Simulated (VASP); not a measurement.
Te2Mo:

```
CELL_PARAMETERS angstrom
3.47065 0.00000 0.00000
-1.73533 3.00567 0.00000
0.00000 0.00000 13.78474
ATOMIC_POSITIONS crystal
Te 0.66667 0.33333 0.37900
Te 0.33333 0.66667 0.87900
Te 0.66667 0.33333 0.12100
Te 0.33333 0.66667 0.62100
Mo 0.66667 0.33333 0.75000
Mo 0.33333 0.66667 0.25000
```

Base run:

```yaml
Program: VASP 6.6.1
Functional: revPBE
Potentials_or_basis: VASP PAW PBE potentials, release 64 (Te, Mo_sv)
Cutoff: 520 eV
k_mesh: 9 × 9 × 2
Occupations: fermi-dirac, width 0.05 eV
Spin: no spin polarisation
```

Its results: band gap on the k mesh 0.77 eV, indirect (least direct gap 1.10 eV); pressure 9.1 GPa; largest force 0.855 eV/Å.

The run is repeated on the same cell with these changes: functional from revPBE to r2SCAN; dispersion from none to D3(BJ). What comes out?

Band gap on the k mesh 0.87 eV, indirect (least direct gap 1.19 eV); pressure 5.4 GPa; largest force 0.562 eV/Å.

Several settings changed at once, so the effect can't be laid on one alone.

Caveats: the PAW data sets were made with another functional, which shifts forces and pressure a little; spin-orbit coupling is left out, which moves the levels of the heavy elements; this functional lacks dispersion, which binds the layers, so the pressure and a relaxed spacing across them are unreliable (some runs).

A k mesh can miss the band edges.
